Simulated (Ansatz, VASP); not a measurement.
## Two plane-wave programs on Tl

```
CELL_PARAMETERS angstrom
-1.95753 1.95753 1.95753
1.95753 -1.95753 1.95753
1.95753 1.95753 -1.95753
ATOMIC_POSITIONS crystal
Tl 0.00000 0.00000 0.00000
```

Alike in both runs: task single point; functional r2SCAN; k mesh 14 × 14 × 14; occupations gaussian, width 0.05 eV; no spin polarisation.

```csv
,VASP,Ansatz
version,VASP 6.6.1,Ansatz 0.2.0
potentials or method,"VASP PAW PBE potentials, release 64 (Tl_d), cutoff 520 eV","scalar-relativistic, plane waves, PAW"
valence electrons in the cell,13,13
```

```csv
,VASP,Ansatz,Ansatz less VASP
pressure (GPa),0.0,0.0,+0.04
```

VASP's potentials were made for PBE, not for r2SCAN.

Neither program's run includes spin-orbit coupling.
